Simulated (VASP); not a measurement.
# C (Fddd) in VASP: notebook, part 2 of 2

VASP 6.6.1.

## 3. Single point, LDA

The input, INCAR:

```
ALGO = Normal
EDIFF = 1E-7
ENCUT = 520
ISIF = 2
ISMEAR = 0
LASPH = T
LCHARG = F
LREAL = F
LWAVE = F
NBANDS = 11
NELM = 80
PREC = Accurate
SIGMA = 0.05
```

The input, KPOINTS:

```
k-points
0
Gamma
  12 12 12
```

The input, POSCAR:

```
C
1.0
    0.0000000000      1.8783379509      1.6730671760
    1.7459051929      0.0000000000      1.6730671760
    1.7459051929      1.8783379509      0.0000000000
C
2
Direct
    0.5000000000      0.5000000000      0.5000000000
    0.7500000000      0.7500000000      0.7500000000
```

Potentials or basis: VASP PAW LDA potentials, release 64 (C).

Started as:

```bash
cat potpaw_LDA.64/C/POTCAR > POTCAR
mpirun -np 1 vasp_std > vasp.out
```

OUTCAR:

```text
EDIFF = 1E-7
   ENCUT = 520
   ISIF = 2
   ISMEAR = 0
   LASPH = T
   LREAL = F
   NELM = 80
   PREC = Accurate

 ion  position               nearest neighbor table
   1  0.500  0.500  0.500-   2 1.53   2 1.53   2 1.53   2 1.53
   2  0.750  0.750  0.750-   1 1.53   1 1.53   1 1.53   1 1.53

  LATTYP: Found a face centered orthorhombic cell.
 ALAT       =     3.3461343520
 B/A-ratio  =     1.0435356201
 C/A-ratio  =     1.1226912929

  Lattice vectors:

 A1 = (   1.7459051929,   1.8783379509,   0.0000000000)
 A2 = (   0.0000000000,   1.8783379509,   1.6730671760)
 A3 = (   1.7459051929,   0.0000000000,   1.6730671760)

Analysis of symmetry for initial positions (statically):
=====================================================================
 Subroutine PRICEL returns:
 Original cell was already a primitive cell.

 Routine SETGRP: Setting up the symmetry group for a
 face centered orthorhombic supercell.

 Subroutine GETGRP returns: Found  8 space group operations
 (whereof  4 operations were pure point group operations)
 out of a pool of  8 trial point group operations.

The static configuration has the point symmetry D_2 .
 The point group associated with its full space group is D_2h.

Analysis of symmetry for dynamics (positions and initial velocities):
=====================================================================
 Subroutine PRICEL returns:
 Original cell was already a primitive cell.

 Routine SETGRP: Setting up the symmetry group for a
 face centered orthorhombic supercell.

 Subroutine GETGRP returns: Found  8 space group operations
 (whereof  4 operations were pure point group operations)
 out of a pool of  8 trial point group operations.

The dynamic configuration has the point symmetry D_2 .
 The point group associated with its full space group is D_2h.

 Subroutine INISYM returns: Found  8 space group operations
 (whereof  4 operations are pure point group operations),
[... 116 lines left out ...]
     AMIX_MAG =   1.60;   BMIX_MAG =  1.00
  volume/ion in A,a.u.               =       5.49        37.03
  Fermi-wavevector in a.u.,A,eV,Ry     =   1.473417  2.784354 29.537658  2.170957
  Thomas-Fermi vector in A             =   2.588312
   LORBIT       =      0    0 simple, 1 ext, 2 COOP (PROOUT), +10 PAW based schemes
   GGA     = CA    functional components
   LHFCALC =     F    Hartree Fock is set to
   AEXX    =    0.0000 exact exchange contribution
   IVDW    =     0    specifies the selected vdW correction
   LEPSILON=     F    determine dielectric tensor
   LRPA    =     F    only Hartree local field effects (RPA)
 non-spin polarized calculation
 Gauss-broadening in eV      SIGMA  =   0.05
  energy-cutoff  :      520.00
  volume of cell :       10.97
 maximum number of plane-waves:       318
   NGX =  9   NGY =  9   NGZ =  9

 number of electron       8.0000000 magnetization

 Free energy of the ion-electron system (eV)
  ---------------------------------------------------
  ext. energy  EPLUGINS =         0.00000000
  ---------------------------------------------------
  free energy    TOTEN  =       -20.01343856 eV

  energy without entropy =      -20.01343856  energy(sigma->0) =      -20.01343856

 E-fermi :  11.3569     XC(G=0): -13.6710

 val. band max:       11.0242917818   @ k =   0.0000   0.0000   0.0000
 cond. band min:      13.2407334898   @ k =   0.4167   0.4167   0.0000
 fundamental gap:      2.2164417080
 Fermi energy:        11.3568635188

 k-point     1 :       0.0000    0.0000    0.0000
  band No.  band energies     occupation
      1     -11.5347      2.00000
      2       9.1707      2.00000
      3      10.5022      2.00000
      4      11.0243      2.00000
      5      15.3189      0.00000
      6      15.8444      0.00000
      7      16.7421      0.00000
      8      24.3458      0.00000
      9      29.7936      0.00000
     10      33.8539      0.00000
     11      34.8565      0.00000
[... 309 lines left out ...]
 k-point    24 :      -0.4167    0.1667   -0.0000
  band No.  band energies     occupation
      1      -5.2337      2.00000
      2      -2.3001      2.00000
      3       5.2025      2.00000
      4       6.1158      2.00000
      5      16.7190      0.00000
      6      20.0192      0.00000
      7      23.0609      0.00000
      8      25.3479      0.00000
      9      29.5126      0.00000
     10      34.9162      0.00000
     11      34.9851      0.00000

 [... further k-points ...]
[... 5 lines left out ...]
  --------------------------------------------------------------------------------------
  -------------------------------------------------------------------------------------
  Total        1.3456221     -4.2144017      3.5906869      0.0000000      0.0000000      0.0000000
  in kB      196.4698589   -615.3309364    524.2643864      0.0000000      0.0000000      0.0000000
  external PRESSURE =      35.1344363 kB  Pullay stress =       0.0000000 kB

 VOLUME and BASIS-vectors are now :
 -----------------------------------------------------------------------------
  energy-cutoff  :      520.00
  volume of cell :       10.97
      direct lattice vectors                 reciprocal lattice vectors
     0.000000000  1.878337951  1.673067176    -0.286384394  0.266192780  0.298852316
     1.745905193  0.000000000  1.673067176     0.286384394 -0.266192780  0.298852316
     1.745905193  1.878337951  0.000000000     0.286384394  0.266192780 -0.298852316

 POSITION                                       TOTAL-FORCE (eV/Angst)
 -----------------------------------------------------------------------------------
      1.74591      1.87834      1.67307         0.000000      0.000000     -0.000000
      2.61886      2.81751      2.50960        -0.000000      0.000000      0.000000
 -----------------------------------------------------------------------------------
    total drift:                                0.000000     -0.000000      0.000000

  FREE ENERGIE OF THE ION-ELECTRON SYSTEM (eV)
  ---------------------------------------------------
  free  energy   TOTEN  =       -20.0134385567 eV

  energy  without entropy=      -20.0134385567  energy(sigma->0) =      -20.01343856
```

stdout:

```text
POSCAR found type information on POSCAR C
 POSCAR found :  1 types and       2 ions
 scaLAPACK will be used
 LDA part: xc-table for (Slater(with rela. corr.)+CA(PZ))
 , standard interpolation
 POSCAR, INCAR and KPOINTS ok, starting setup
 FFT: planning ... GRIDC
 FFT: planning ... GRID_SOFT
 FFT: planning ... GRID
 WAVECAR not read
 entering main loop
```

Run time: 15 s. Hardware: 1 thread of Intel Xeon Platinum 8488C (Sapphire Rapids), shared host; peak memory 0.13 GiB.

Results:

```
Free energy            : -20.0134 eV
Pressure               : 3.5 GPa
Band gap on the k mesh : 2.22 eV, indirect (least direct gap 4.29 eV)
```

Levels at points of the mesh, in eV from the valence-band top:
```csv
k point,band 2,band 3,band 4,band 5,band 6,band 7
"(0.00, 0.00, 0.00)",-1.85,-0.52,0.00,4.29,4.82,5.72
"(0.50, 0.00, 0.00)",-14.49,-4.61,-2.69,6.02,7.96,10.11
"(0.50, 0.50, 0.00)",-12.74,-8.01,-8.01,2.79,2.79,16.26
"(0.50, 0.00, 0.50)",-14.61,-6.25,-6.25,5.55,5.55,15.83
"(0.00, 0.50, 0.50)",-13.45,-7.34,-7.34,3.84,3.84,15.72
```

Caveat: the cell differs from its parent crystal (strain +e along x and -e along y -0.0375, strain +e along z and -e/2 along x and y -0.0525). A k mesh can miss the band edges.

## 4. Single point, LDA

The input, INCAR:

```
PREC     = Accurate       # precision mode
ENCUT    = 520            # plane-wave cutoff, eV
EDIFF    = 1E-7           # SCF threshold, eV
ISMEAR   = 0              # smearing method
SIGMA    = 0.05           # smearing width, eV
LREAL    = False          # projectors in reciprocal space
LASPH    = True           # aspherical terms in the spheres
NELM     = 80             # most SCF steps
ALGO     = Normal         # electronic algorithm
ISIF     = 2              # what is computed and relaxed
LWAVE    = False          # write WAVECAR
LCHARG   = False          # write CHGCAR
NBANDS   = 11             # bands
```

The input, KPOINTS:

```
regular mesh
0
Gamma
  12 12 12
```

The input, POSCAR:

```
C
1.0
    0.0000000000      2.0306356226      1.7657701066
    1.5009045906      0.0000000000      1.7657701066
    1.5009045906      2.0306356226      0.0000000000
C
2
Direct
    0.5000000000      0.5000000000      0.5000000000
    0.7500000000      0.7500000000      0.7500000000
```

Started as:

```bash
cat potpaw_LDA.64/C/POTCAR > POTCAR
mpirun -np 1 vasp_std > vasp.out
```

Wall time 13 s (1 thread of Intel Xeon 6975P-C, shared host); peak memory 0.13 GiB.

It converged, with:

| Property | Result |
| --- | --- |
| Free energy | -18.7857 eV |
| Pressure | 13.8 GPa |
| Band gap on the k mesh | zero (band 4 reaches 12.68 eV, above the bottom of band 5 at 11.33 eV) |

Stress tensor (GPa, compression positive):
```
 132.63    0.00    0.00
   0.00 -143.63    0.00
   0.00    0.00   52.48
```

Levels at points of the mesh, in eV from the Fermi level:
```
           k point  band 2  band 3  band 4  band 5  band 6  band 7
(0.00, 0.00, 0.00)   -4.02   -0.68    0.75    3.16    5.14    6.83
(0.50, 0.00, 0.00)  -15.08   -6.45   -1.95    2.86    7.15   11.90
(0.50, 0.50, 0.00)  -14.31   -7.17   -7.17    4.39    4.39   12.43
(0.50, 0.00, 0.50)  -16.47   -5.15   -5.15    7.54    7.54   13.93
(0.00, 0.50, 0.50)  -11.48   -9.86   -9.86    0.17    0.17   15.34
```

Caveat: the cell differs from its parent crystal (strain +e along x and -e along y -0.1500, strain +e along z and -e/2 along x and y +0.0000).

## 5. Single point, LDA

The input, INCAR:

```
ALGO = Normal ; EDIFF = 1E-6
ENCUT = 520 ; GGA = CA
ISIF = 2 ; ISMEAR = 0
LASPH = T ; LCHARG = T
LELF = T ; LREAL = F
LVHAR = T ; LWAVE = F
NBANDS = 11 ; NELM = 60
PREC = Accurate ; SIGMA = 0.05
```

The input, KPOINTS:

```
k-points
0
Gamma
  12 12 12
```

The input, POSCAR:

```
C
1.0
    0.0000000000      2.0615365995      1.7039681529
    1.5318055675      0.0000000000      1.7039681529
    1.5318055675      2.0615365995      0.0000000000
C
2
Direct
    0.5000000000      0.5000000000      0.5000000000
    0.7500000000      0.7500000000      0.7500000000
```

Started as:

```bash
cat potpaw_LDA.64/C/POTCAR > POTCAR
mpirun -np 1 vasp_std > vasp.out
```

It took 14 s on 1 thread of Intel Xeon 6975P-C, shared host; peak memory 0.13 GiB.

It converged, with:

| Quantity | Value |
| --- | --- |
| Free energy | -18.6439 eV |
| Pressure | 14.6 GPa |
| Band gap on the k mesh | zero (band 4 reaches 12.64 eV, above the bottom of band 5 at 11.93 eV) |

Stress tensor (GPa, compression positive):
```
 133.11    0.00    0.00
   0.00 -172.57    0.00
   0.00    0.00   83.27
```

Levels at points of the mesh, in eV from the Fermi level:
```
           k point  band 1  band 2  band 3  band 4  band 5  band 6  band 7  band 8
(0.00, 0.00, 0.00)  -23.59   -4.69   -0.35    0.48    3.17    4.47    6.77   10.57
(0.50, 0.00, 0.00)  -17.15  -15.32   -6.86   -1.79    2.26    7.59   12.02   14.45
(0.50, 0.50, 0.00)  -13.92  -13.92   -7.95   -7.95    3.24    3.24   12.34   12.34
(0.50, 0.00, 0.50)  -16.90  -16.90   -5.17   -5.17    7.57    7.57   14.03   14.03
(0.00, 0.50, 0.50)  -12.05  -12.05   -9.73   -9.73    0.45    0.45   14.33   14.33
```

Caveat: the cell differs from its parent crystal (strain +e along x and -e along y -0.1500, strain +e along z and -e/2 along x and y -0.0350).

## 6. Single point, LDA

The input, INCAR:

```
PREC     = Accurate       # precision mode
ENCUT    = 520            # plane-wave cutoff, eV
EDIFF    = 1E-6           # SCF threshold, eV
ISMEAR   = 0              # smearing method
SIGMA    = 0.05           # smearing width, eV
LREAL    = F              # projectors in reciprocal space
LASPH    = T              # aspherical terms in the spheres
NELM     = 80             # most SCF steps
ALGO     = Normal         # electronic algorithm
ISIF     = 2              # what is computed and relaxed
LWAVE    = F              # write WAVECAR
LCHARG   = F              # write CHGCAR
NBANDS   = 11             # bands
```

The input, KPOINTS:

```
Automatic mesh
0
Gamma
  12 12 12
```

The input, POSCAR:

```
C
1.0
    0.0000000000      1.8937884393      1.6421661991
    1.7613556813      0.0000000000      1.6421661991
    1.7613556813      1.8937884393      0.0000000000
C
2
Direct
    0.5000000000      0.5000000000      0.5000000000
    0.7500000000      0.7500000000      0.7500000000
```

Potentials or basis: VASP PAW LDA potentials, release 64 (C).

Started as:

```bash
cat potpaw_LDA.64/C/POTCAR > POTCAR
mpirun -np 1 vasp_std > vasp.out
```

Run time: 17 s. Hardware: 1 thread of Intel Xeon 6975P-C, shared host; peak memory 0.13 GiB.

Results (log left out):

```
Free energy            : -19.9108 eV
Pressure               : 4.3 GPa
Band gap on the k mesh : 1.56 eV, indirect (least direct gap 3.90 eV)
```

Stress tensor (GPa, compression positive):
```
 15.08   0.00   0.00
  0.00 -69.28   0.00
  0.00   0.00  67.24
```

Levels at points of the mesh, in eV from the valence-band top:
| k point | band 1 | band 2 | band 3 | band 4 | band 5 | band 6 | band 7 | band 8 | band 9 |
| --- | --- | --- | --- | --- | --- | --- | --- | --- | --- |
| (0.00, 0.00, 0.00) | -22.81 | -2.22 | -0.83 | 0.00 | 3.90 | 4.76 | 5.65 | 13.05 | 18.62 |
| (0.50, 0.00, 0.00) | -16.70 | -14.72 | -5.01 | -2.75 | 5.49 | 7.58 | 10.31 | 14.86 | 20.71 |
| (0.50, 0.50, 0.00) | -12.66 | -12.66 | -8.49 | -8.49 | 2.16 | 2.16 | 16.10 | 16.10 | 23.14 |
| (0.50, 0.00, 0.50) | -14.97 | -14.97 | -6.32 | -6.32 | 5.58 | 5.58 | 15.43 | 15.43 | 21.16 |
| (0.00, 0.50, 0.50) | -13.83 | -13.83 | -7.39 | -7.39 | 3.90 | 3.90 | 15.16 | 15.16 | 21.72 |

Caveat: the cell differs from its parent crystal (strain +e along x and -e along y -0.0375, strain +e along z and -e/2 along x and y -0.0700).

## 7. Overview

```tsv
cell	gap on the mesh (eV)	pressure (GPa)
a = 2.544, b = 2.451, c = 2.499 Å, angles 61.9, 58.1, 60.0°, 2 atoms	2.78	2.4
a = 2.515, b = 2.418, c = 2.564 Å, angles 60.6, 56.8, 62.6°, 2 atoms	2.22	3.5
a = 2.691, b = 2.317, c = 2.525 Å, angles 67.4, 52.6, 60.0°, 2 atoms	none	13.8
a = 2.675, b = 2.291, c = 2.568 Å, angles 66.5, 51.8, 61.7°, 2 atoms	none	14.6
a = 2.507, b = 2.408, c = 2.586 Å, angles 60.1, 56.4, 63.5°, 2 atoms	1.56	4.3
```

Alike in all rows: task single point; level LDA; potentials or basis VASP PAW LDA potentials, release 64 (C); no spin polarisation; k mesh 12 × 12 × 12; cutoff (eV) 520; smearing gaussian 0.05 eV.

Absolute energies hang on the potentials; compare differences alone.
